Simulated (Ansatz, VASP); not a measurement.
**LiF in VASP and in Ansatz**

```
CELL_PARAMETERS angstrom
0.10469 2.06768 2.06768
2.06768 0.10469 2.06768
2.06768 2.06768 0.10469
ATOMIC_POSITIONS crystal
Li 0.00000 0.00000 0.00000
F 0.50000 0.50000 0.50000
```

Alike in both runs: task single point; functional r2SCAN; k mesh 12 × 12 × 12; occupations gaussian, width 0.05 eV; no spin polarisation.

|  | VASP | Ansatz |
| --- | --- | --- |
| version | VASP 6.6.1 | Ansatz 0.2.0 |
| potentials or method | VASP PAW PBE potentials, release 64 (Li_sv, F), cutoff 520 eV | scalar-relativistic, plane waves, PAW |
| valence electrons in the cell | 10 | 10 |

```csv
,VASP,Ansatz,Ansatz less VASP
gap on the k mesh at the Fermi level (eV),10.06,9.86,-0.200
least direct gap on the mesh (eV),10.06,9.86,-0.200
```

VASP's potentials were made for PBE, not for r2SCAN. The functional is the same, so the differences come from potentials, cutoffs and numerics.

Noted on VASP's run: the cutoff is under 1.25 times that of the potentials, so the pressure is a little rough.
